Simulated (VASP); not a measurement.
Runs of VASP 6.6.1 on C. The structure is that of space group P6_3/mmc (No. 194), or close to it. The cells are those of the table. 

```tsv
cell	gap on the mesh (eV)	pressure (GPa)	largest force (eV/Å)
a = 2.550, b = 2.550, c = 12.497 Å, angles 90.0, 90.0, 120.0°, 12 atoms	4.29	(a)	0.05
a = 2.608, b = 2.608, c = 11.882 Å, angles 90.0, 90.0, 120.0°, 12 atoms	3.41	-19.0	0.53
a = 2.667, b = 2.667, c = 11.677 Å, angles 90.0, 90.0, 120.0°, 12 atoms	(b)	-24.3	0.89
a = 2.608, b = 2.608, c = 12.497 Å, angles 90.0, 90.0, 120.0°, 12 atoms	3.97	-39.7	0.07
a = 2.667, b = 2.667, c = 12.087 Å, angles 90.0, 90.0, 120.0°, 12 atoms	3.23	(c)	0.29
```

Alike in all rows: task single point; level LDA; potentials or basis VASP PAW LDA potentials, release 64 (C); no spin polarisation; k mesh 12 × 12 × 2; cutoff (eV) 520; smearing gaussian 0.05 eV.

Question: Fill in the values left out.

Answer: (a) -24.7; (b) 2.79; (c) -39.6.

Caveats: the stress differs along the axes, from -27 to -20 GPa (at least some runs); the stress differs along the axes, from -50 to 42 GPa (at least some runs); the stress differs along the axes, from -69 to 64 GPa (at least some runs); the stress differs along the axes, from -49 to -21 GPa (at least some runs); the stress differs along the axes, from -68 to 16 GPa (at least some runs).

A k mesh can miss the band edges.
